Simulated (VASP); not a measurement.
# SiNi2 (Pnma) in VASP: single point with PBE

Aim: the single point of SiNi2 with PBE.

All numbers are computed with VASP 6.6.1; they aren't measurements. Logs are shortened: lines on timing, memory, paths and dates and some standing lists are left out, and cuts for length are marked.

## (1) The cell of the first run

It takes space group Pnma (No. 62, orthorhombic). Conventional cell: a = 5.014 Å, b = 3.733 Å, c = 7.079 Å, α = 90.00°, β = 90.00°, γ = 90.00°. Si (site symmetry m) has 11 Ni at 2.31 to 3.34 Å and 4 Si at 3.16 to 3.26 Å within 3.4 Å. Ni (site symmetry m) has 5 Si at 2.35 to 2.58 Å and 8 Ni at 2.57 to 2.72 Å within 3.1 Å. Ni (site symmetry m) has 5 Si at 2.31 to 2.75 Å and 8 Ni at 2.57 to 2.72 Å within 3.1 Å.

## (2) Single point, PBE

INCAR reads:

```
  PREC = Accurate
  ENCUT = 520
  EDIFF = 1E-6
  ISMEAR = 0
  SIGMA = 0.1
  LREAL = F
  LASPH = T
  NELM = 60
  ALGO = Fast
  ISIF = 2
  LWAVE = F
  LCHARG = F
  GGA = PE
  NBANDS = 60
```

KPOINTS reads:

```
regular mesh
0
Gamma
  10 12 6
```

POSCAR reads:

```
SiNi2
1.0
    5.0141520460      0.0000000000      0.0000000000
    0.0000000000      3.7330150499      0.0000000000
    0.0000000000      0.0000000000      7.0786380095
Si Ni
4 8
Direct
    0.2875951217      0.7500000000      0.6145147634
    0.7124048783      0.2500000000      0.3854852366
    0.2124048783      0.2500000000      0.1145147634
    0.7875951217      0.7500000000      0.8854852366
    0.9590660935      0.7500000000      0.2043565393
    0.0409339065      0.2500000000      0.7956434607
    0.5409339065      0.2500000000      0.7043565393
    0.4590660935      0.7500000000      0.2956434607
    0.8302020105      0.7500000000      0.5602610701
    0.1697979895      0.2500000000      0.4397389299
    0.6697979895      0.2500000000      0.0602610701
    0.3302020105      0.7500000000      0.9397389299
```

Potentials or basis: VASP PAW PBE potentials, release 64 (Si, Ni).

Launch:

```sh
> cat potpaw_PBE.64/Si/POTCAR potpaw_PBE.64/Ni/POTCAR > POTCAR
> mpirun -np 1 vasp_std > vasp.out
```

OUTCAR:

```text
PREC = Accurate
   ENCUT = 520
   EDIFF = 1E-6
   ISMEAR = 0
   LREAL = F
   LASPH = T
   NELM = 60
   ISIF = 2
   GGA = PE

 ion  position               nearest neighbor table
   1  0.288  0.750  0.615-  12 2.31  10 2.32  10 2.32   9 2.33   7 2.35   7 2.35   8 2.42   6 2.58
                             6 2.58   9 2.75
   2  0.712  0.250  0.385-  11 2.31   9 2.32   9 2.32  10 2.33   8 2.35   8 2.35   7 2.42   5 2.58
                             5 2.58  10 2.75
   3  0.212  0.250  0.115-  10 2.31  12 2.32  12 2.32  11 2.33   5 2.35   5 2.35   6 2.42   8 2.58
                             8 2.58  11 2.75
   4  0.788  0.750  0.885-   9 2.31  11 2.32  11 2.32  12 2.33   6 2.35   6 2.35   5 2.42   7 2.58
                             7 2.58  12 2.75
   5  0.959  0.750  0.204-   3 2.35   3 2.35   4 2.42  11 2.57  11 2.57   2 2.58   2 2.58   8 2.59
                             8 2.59   9 2.60  12 2.64  10 2.72  10 2.72
   6  0.041  0.250  0.796-   4 2.35   4 2.35   3 2.42  12 2.57  12 2.57   1 2.58   1 2.58   7 2.59
                             7 2.59  10 2.60  11 2.64   9 2.72   9 2.72
   7  0.541  0.250  0.704-   1 2.35   1 2.35   2 2.42   9 2.57   9 2.57   4 2.58   4 2.58   6 2.59
                             6 2.59  11 2.60  10 2.64  12 2.72  12 2.72
   8  0.459  0.750  0.296-   2 2.35   2 2.35   1 2.42  10 2.57  10 2.57   3 2.58   3 2.58   5 2.59
                             5 2.59  12 2.60   9 2.64  11 2.72  11 2.72
   9  0.830  0.750  0.560-   4 2.31   2 2.32   2 2.32   1 2.33   7 2.57   7 2.57   5 2.60   8 2.64
                            10 2.67  10 2.67   6 2.72   6 2.72   1 2.75
  10  0.170  0.250  0.440-   3 2.31   1 2.32   1 2.32   2 2.33   8 2.57   8 2.57   6 2.60   7 2.64
                             9 2.67   9 2.67   5 2.72   5 2.72   2 2.75
  11  0.670  0.250  0.060-   2 2.31   4 2.32   4 2.32   3 2.33   5 2.57   5 2.57   7 2.60   6 2.64
                            12 2.67  12 2.67   8 2.72   8 2.72   3 2.75
  12  0.330  0.750  0.940-   1 2.31   3 2.32   3 2.32   4 2.33   6 2.57   6 2.57   8 2.60   5 2.64
                            11 2.67  11 2.67   7 2.72   7 2.72   4 2.75

  LATTYP: Found a simple orthorhombic cell.
 ALAT       =     3.7330150499
 B/A-ratio  =     1.3431909540
 C/A-ratio  =     1.8962254143

  Lattice vectors:

 A1 = (   0.0000000000,  -3.7330150499,   0.0000000000)
 A2 = (   5.0141520460,   0.0000000000,   0.0000000000)
 A3 = (   0.0000000000,   0.0000000000,   7.0786380095)

Analysis of symmetry for initial positions (statically):
=====================================================================
 Subroutine PRICEL returns:
 Original cell was already a primitive cell.

 Routine SETGRP: Setting up the symmetry group for a
 simple orthorhombic supercell.

 Subroutine GETGRP returns: Found  8 space group operations
 (whereof  2 operations were pure point group operations)
 out of a pool of  8 trial point group operations.

The static configuration has the point symmetry S_2 .
 The point group associated with its full space group is D_2h.

Analysis of symmetry for dynamics (positions and initial velocities):
=====================================================================
 Subroutine PRICEL returns:
 Original cell was already a primitive cell.

 Routine SETGRP: Setting up the symmetry group for a
 simple orthorhombic supercell.

 Subroutine GETGRP returns: Found  8 space group operations
 (whereof  2 operations were pure point group operations)
 out of a pool of  8 trial point group operations.

The dynamic configuration has the point symmetry S_2 .
 The point group associated with its full space group is D_2h.

 Subroutine INISYM returns: Found  8 space group operations
 (whereof  2 operations are pure point group operations),
 and found     1 'primitive' translations

----------------------------------------------------------------------------------------

                                     Primitive cell

  volume of cell :     132.4973

  direct lattice vectors                    reciprocal lattice vectors
     5.014152046  0.000000000  0.000000000     0.199435516  0.000000000  0.000000000
     0.000000000  3.733015050  0.000000000     0.000000000  0.267879981  0.000000000
     0.000000000  0.000000000  7.078638009     0.000000000  0.000000000  0.141270114

  length of vectors
     5.014152046  3.733015050  7.078638009     0.199435516  0.267879981  0.141270114

  position of ions in fractional coordinates (direct lattice)
[... 41 lines left out ...]
     0.000000000  0.000000000  0.023545019     0.000000000  0.000000000  0.166666667

  Length of vectors
     0.019943552  0.022323332  0.023545019

  Shift w.r.t. Gamma in fractional coordinates (k-lattice)
     0.000000000  0.000000000  0.000000000

 Subroutine IBZKPT returns following result:
 ===========================================

 Found    168 irreducible k-points:

 Following reciprocal coordinates:
            Coordinates               Weight
  0.000000  0.000000  0.000000      1.000000
  0.100000  0.000000  0.000000      2.000000
  0.200000  0.000000  0.000000      2.000000
  0.300000  0.000000  0.000000      2.000000
  0.400000  0.000000  0.000000      2.000000
  0.500000  0.000000  0.000000      1.000000
[... 16 lines left out ...]
  0.400000  0.250000  0.000000      4.000000
  0.500000  0.250000  0.000000      2.000000
 [... further k-points ...]
   k-points           NKPTS =    168   k-points in BZ     NKDIM =    168   number of bands    NBANDS=     60
   number of dos      NEDOS =    301   number of ions     NIONS =     12
   total plane-waves  NPLWV =  60480
   dimension x,y,z NGX =    40 NGY =   28 NGZ =   54
   dimension x,y,z NGXF=    80 NGYF=   56 NGZF=  108
   ions per type =               4   8
   NGX,Y,Z   is equivalent  to a cutoff of  13.26, 12.47, 12.68 a.u.
   NGXF,Y,Z  is equivalent  to a cutoff of  26.52, 24.94, 25.36 a.u.
 SYSTEM =  unknown system
   PREC   = accura    normal or accurate (medium, high low for compatibility)
   ISTART =      0    job   : 0-new  1-cont  2-samecut
   ICHARG =      2    charge: 1-file 2-atom 10-const
   ISPIN  =      1    spin polarized calculation?
   LNONCOLLINEAR =      F non collinear calculations
   LSORBIT =      F    spin-orbit coupling
   LASPH  =      T    aspherical Exc in radial PAW
   ENCUT  =  520.0 eV  38.22 Ry    6.18 a.u.   9.32  6.94 13.16*2*pi/ulx,y,z
   NELM   =     60;   NELMIN=  2; NELMDL= -5     # of ELM steps
   EDIFF  = 0.1E-05   stopping-criterion for ELM
   LREAL  =      F    real-space projection
   EDIFFG = 0.1E-04   stopping-criterion for IOM
   NSW    =      0    number of steps for IOM
   IBRION =     -1    ionic relax: 0-MD 1-quasi-New 2-CG
   NFREE  =      0    steps in history (QN), initial steepest desc. (CG)
   ISIF   =      2    stress and relaxation
   ISYM   =      2    0-nonsym 1-usesym 2-fastsym
   POTIM  = 0.5000    time-step for ionic-motion
   TEBEG  =    0.0;   TEEND  =   0.0 temperature during run
   PSTRESS=    0.0 pullay stress
   NELECT =      96.0000    total number of electrons
   NUPDOWN=      -1.0000    fix difference up-down
   EMIN   =  10.00;   EMAX   =-10.00  energy-range for DOS
   EFERMI =   0.00;   METHOD = LEGACY
   ISMEAR =     0;   SIGMA  =   0.10  broadening in eV -4-tet -1-fermi 0-gaus
   EFERMI_NEDOS =   21; number of points for ismear=-14 and -15
   IALGO  =     68    algorithm
   IMIX   =      4    mixing-type and parameters
     AMIX     =   0.40;   BMIX     =  1.00
     AMIX_MAG =   1.60;   BMIX_MAG =  1.00
  volume/ion in A,a.u.               =      11.04        74.51
  Fermi-wavevector in a.u.,A,eV,Ry     =   1.470380  2.778615 29.416033  2.162017
  Thomas-Fermi vector in A             =   2.585644
   LORBIT       =      0    0 simple, 1 ext, 2 COOP (PROOUT), +10 PAW based schemes
   GGA     = PE    functional components
   LHFCALC =     F    Hartree Fock is set to
   AEXX    =    0.0000 exact exchange contribution
   IVDW    =     0    specifies the selected vdW correction
   LEPSILON=     F    determine dielectric tensor
   LRPA    =     F    only Hartree local field effects (RPA)
 non-spin polarized calculation
 RMM-DIIS sequential band-by-band and
 Gauss-broadening in eV      SIGMA  =   0.10
  energy-cutoff  :      520.00
  volume of cell :      132.50
 maximum number of plane-waves:      3616
 NGX is ok and might be reduce to    40
   NGX = 19   NGY = 13   NGZ = 27

 number of electron      95.9999966 magnetization

 Free energy of the ion-electron system (eV)
  ---------------------------------------------------
  ext. energy  EPLUGINS =         0.00000000
  ---------------------------------------------------
  free energy    TOTEN  =       -72.10755718 eV

  energy without entropy =      -72.07663427  energy(sigma->0) =      -72.09209573

 E-fermi :  10.9660     XC(G=0): -12.8677

 val. band max:       10.9646594934   @ k =   0.0000   0.4167   0.3333
 cond. band min:      10.9689391164   @ k =   0.2000   0.4167   0.1667
 fundamental gap:      0.0042796230
 Fermi energy:        10.9660119785

 k-point     1 :       0.0000    0.0000    0.0000
  band No.  band energies     occupation
      1      -1.5874      2.00000
      2       0.9657      2.00000
      3       1.0205      2.00000
      4       2.8210      2.00000
      5       4.4182      2.00000
      6       4.8890      2.00000
[... 1501 lines left out ...]
     59      15.9202      0.00000
     60      15.9202      0.00000

 [... further k-points ...]

------------------------ aborting loop because EDIFF is reached ----------------------------------------

  FORCE on cell =-STRESS in cart. coord.  units (eV):
  Direction    XX          YY          ZZ          XY          YZ          ZX
  --------------------------------------------------------------------------------------
  -------------------------------------------------------------------------------------
  Total        0.0024900      0.0776124     -0.0014510      0.0000000      0.0000000      0.0000000
  in kB        0.0301091      0.9385007     -0.0175460      0.0000000      0.0000000      0.0000000
  external PRESSURE =       0.3170213 kB  Pullay stress =       0.0000000 kB

 VOLUME and BASIS-vectors are now :
 -----------------------------------------------------------------------------
  energy-cutoff  :      520.00
  volume of cell :      132.50
      direct lattice vectors                 reciprocal lattice vectors
     5.014152046  0.000000000  0.000000000     0.199435516  0.000000000  0.000000000
     0.000000000  3.733015050  0.000000000     0.000000000  0.267879981  0.000000000
     0.000000000  0.000000000  7.078638009     0.000000000  0.000000000  0.141270114

 POSITION                                       TOTAL-FORCE (eV/Angst)
 -----------------------------------------------------------------------------------
      1.44205      2.79976      4.34993        -0.005310      0.000000     -0.000950
      3.57211      0.93325      2.72871         0.005310     -0.000000      0.000950
      1.06503      0.93325      0.81061         0.005310     -0.000000     -0.000950
      3.94912      2.79976      6.26803        -0.005310     -0.000000      0.000950
      4.80890      2.79976      1.44657        -0.008257     -0.000000      0.006538
      0.20525      0.93325      5.63207         0.008257     -0.000000     -0.006538
      2.71232      0.93325      4.98588         0.008257      0.000000      0.006538
      2.30183      2.79976      2.09275        -0.008257      0.000000     -0.006538
      4.16276      2.79976      3.96589        -0.003163     -0.000000     -0.001607
      0.85139      0.93325      3.11275         0.003163      0.000000      0.001607
      3.35847      0.93325      0.42657         0.003163      0.000000     -0.001607
      1.65568      2.79976      6.65207        -0.003163     -0.000000      0.001607
 -----------------------------------------------------------------------------------
    total drift:                                0.000000      0.000000      0.000000

  FREE ENERGIE OF THE ION-ELECTRON SYSTEM (eV)
  ---------------------------------------------------
  free  energy   TOTEN  =       -72.1075571842 eV

  energy  without entropy=      -72.0766342750  energy(sigma->0) =      -72.09209573
```

Run time: 39 min. Hardware: 1 thread of Oxide Virtual Turin-like, shared host; peak memory 0.88 GiB.

What came out:

```yaml
Free_energy: -72.1076 eV
Pressure: 0.0 GPa
Largest_force: 0.011 eV/Å
Band_gap_on_the_k_mesh: zero (bands 48 and 49 overlap by 1.76 eV)
```

Forces on the atoms (eV/Å):
```
Si  -0.005  0.000 -0.001
Si   0.005  0.000  0.001
Si   0.005  0.000 -0.001
Si  -0.005  0.000  0.001
Ni  -0.008  0.000  0.007
Ni   0.008  0.000 -0.007
Ni   0.008  0.000  0.007
Ni  -0.008  0.000 -0.007
Ni  -0.003  0.000 -0.002
Ni   0.003  0.000  0.002
Ni   0.003  0.000 -0.002
Ni  -0.003  0.000  0.002
```

Levels at points of the mesh, in eV from the Fermi level:
```
           k point  band 44  band 45  band 46  band 47  band 48  band 49  band 50  band 51  band 52  band 53
(0.00, 0.00, 0.00)    -1.09    -0.95    -0.92    -0.60    -0.21     0.66     0.88     1.86     2.25     2.47
(0.50, 0.00, 0.00)    -1.05    -0.93    -0.93     1.21     1.21     1.90     1.90     2.65     2.65     3.22
(0.00, 0.50, 0.00)    -1.31    -0.94    -0.94    -0.91    -0.91     0.70     0.70     1.33     1.33     1.74
(0.50, 0.50, 0.00)    -1.34    -0.77    -0.77    -0.77    -0.77     0.02     0.02     0.02     0.02     4.19
(0.00, 0.00, 0.50)    -1.06    -1.04    -1.04    -0.39    -0.39     0.24     0.24     1.36     1.36     2.99
(0.50, 0.00, 0.50)    -0.93    -0.57    -0.57     0.29     0.29     1.87     1.87     1.87     1.87     2.28
(0.00, 0.50, 0.50)    -1.24    -0.86    -0.86    -0.40    -0.40    -0.34    -0.34     1.10     1.10     1.95
(0.50, 0.50, 0.50)    -1.41    -0.71    -0.71    -0.71    -0.71     0.49     0.49     0.49     0.49     2.57
```

Spin polarisation is off, so any magnetic state and its effect on volume and gap are missing.
